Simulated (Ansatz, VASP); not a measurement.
**Two plane-wave programs on Ta2N**

File INCAR:

```
  ALGO = Normal
  EDIFF = 1E-6
  ENCUT = 700
  GGA = CA
  GGA_COMPAT = F
  ISIF = 2
  ISMEAR = 0
  LASPH = T
  LCHARG = F
  LREAL = F
  LWAVE = F
  NBANDS = 22
  NELM = 120
  PREC = Accurate
  SIGMA = 0.15
```

The input KPOINTS:

```
k-points
0
Gamma
  18 18 10
```

POSCAR

```
Ta2N
1.0
    3.0331521400      0.0000000000      0.0000000000
   -1.5165760700      2.6267868068      0.0000000000
    0.0000000000      0.0000000000      5.1381597252
Ta N
2 1
Direct
    0.6666666667      0.3333333333      0.7466885012
    0.3333333333      0.6666666667      0.2533114988
    0.0000000000      0.0000000000      0.0000000000
```

Input for Ansatz:

```yaml
crystal:
  lattice:
    - [3.03315214, 0.0, 0.0]
    - [-1.51657607, 2.6267868068, 0.0]
    - [0.0, 0.0, 5.1381597252]
  atoms:
    - { symbol: Ta, position: [0.6666666667, 0.3333333333, 0.7466885012] }
    - { symbol: Ta, position: [0.3333333333, 0.6666666667, 0.2533114988] }
    - { symbol: "N", position: [0.0, 0.0, 0.0] }
basis:
  ecutwfc: 520.0
kpoints:
  mp_grid: { grid: [18, 18, 10] }
hamiltonian:
  xc: lda
  pseudopotentials: { kind: paw, azcp: { folder: soft_1 } }
scf:
  occupations: { method: gaussian, width: 0.15 }
output:
  forces: true
  stress: true
  eigenvalues: true
```

Alike in both runs: task single point; functional LDA; k mesh 18 × 18 × 10; occupations gaussian, width 0.15 eV; no spin polarisation.

```csv
,VASP,Ansatz
version,VASP 6.6.1,Ansatz 0.2.0
potentials or method,"VASP PAW LDA potentials, release 64 (Ta_sv_GW, N), cutoff 700 eV","scalar-relativistic, plane waves, PAW"
valence electrons in the cell,31,31
```

Ansatz gave:

| Property | Result |
| --- | --- |
| gap on the k mesh at the Fermi level (eV) | none |
| pressure (GPa) | -14.1 |
| traceless stress, the component that is largest in VASP (GPa) | -9.75 |
| rms of the force components (eV/Å) | 0.083 |

Estimate VASP's values.

gap on the k mesh at the Fermi level (eV): none; pressure (GPa): -13.4; traceless stress, the component that is largest in VASP (GPa): -9.87; rms of the force components (eV/Å): 0.099.

Ansatz warns that its potentials were made for another functional, while VASP's fit it. LDA's correlation is that of Perdew and Zunger in VASP and of Perdew and Wang (1992) in Ansatz. Atom by atom the forces differ by 0.016 eV/Å (rms over components). A gap of «none» marks a metal or a gap that the smearing closes.

Neither program's run includes spin-orbit coupling.
